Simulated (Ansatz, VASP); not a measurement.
# One calculation of CsPbBr3, two programs

Contents of INCAR:

```
PREC = Accurate ; ENCUT = 520
EDIFF = 1E-6 ; ISMEAR = 0
SIGMA = 0.05 ; LREAL = F
LASPH = T ; NELM = 80
ALGO = Normal ; ISIF = 2
LWAVE = F ; LCHARG = F
GGA = PS ; NBANDS = 30
```

KPOINTS

```
regular mesh
0
Gamma
  6 6 6
```

POSCAR

```
CsPbBr3
1.0
    5.8700000000      0.0000000000      0.0000000000
    0.0000000000      5.8700000000      0.0000000000
    0.0000000000      0.0000000000      5.9580500000
Cs Pb Br
1 1 3
Direct
    0.0000000000      0.0000000000      0.0000000000
    0.5000000000      0.5000000000      0.5000000000
    0.0000000000      0.5000000000      0.5000000000
    0.5000000000      0.0000000000      0.5000000000
    0.5000000000      0.5000000000      0.0000000000
```

Input for Ansatz:

```yaml
crystal:
  lattice:
    - [5.87, 0.0, 0.0]
    - [0.0, 5.87, 0.0]
    - [0.0, 0.0, 5.95805]
  atoms:
    - { symbol: Cs, position: [0.0, 0.0, 0.0] }
    - { symbol: Pb, position: [0.5, 0.5, 0.5] }
    - { symbol: Br, position: [0.0, 0.5, 0.5] }
    - { symbol: Br, position: [0.5, 0.0, 0.5] }
    - { symbol: Br, position: [0.5, 0.5, 0.0] }
basis:
  ecutwfc: 420
kpoints:
  mp_grid: { grid: [6, 6, 6] }
hamiltonian:
  xc: pbesol
scf:
  occupations: { method: gaussian, width: 0.05 }
output:
  forces: true
  stress: true
  eigenvalues: true
  write_density: true
  write_potential: true
  elf: true
  volumetric_format: npy
```

Change from the starting cell: strain +0.000 along x and y, +0.015 along z, atoms carried along.

Alike in both runs: task single point; functional PBEsol; k mesh 6 × 6 × 6; occupations gaussian, width 0.05 eV; no spin polarisation.

```csv
,VASP,Ansatz
version,VASP 6.6.1,Ansatz 0.2.0
potentials or method,"VASP PAW PBE potentials, release 64 (Cs_sv, Pb_d, Br), cutoff 520 eV","scalar-relativistic, plane waves, PAW"
valence electrons in the cell,44,44
```

|  | VASP | Ansatz | Ansatz less VASP |
| --- | --- | --- | --- |
| gap on the k mesh at the Fermi level (eV) | 1.42 | 1.42 | -0.001 |
| least direct gap on the mesh (eV) | 1.42 | 1.42 | -0.001 |
| pressure (GPa) | -0.3 | -0.3 | 0.00 |
| traceless stress, the component that is largest in VASP (GPa) | -0.41 | -0.41 | +0.001 |

VASP's potentials were made for PBE, not for PBEsol.

Spin-orbit coupling is off throughout.
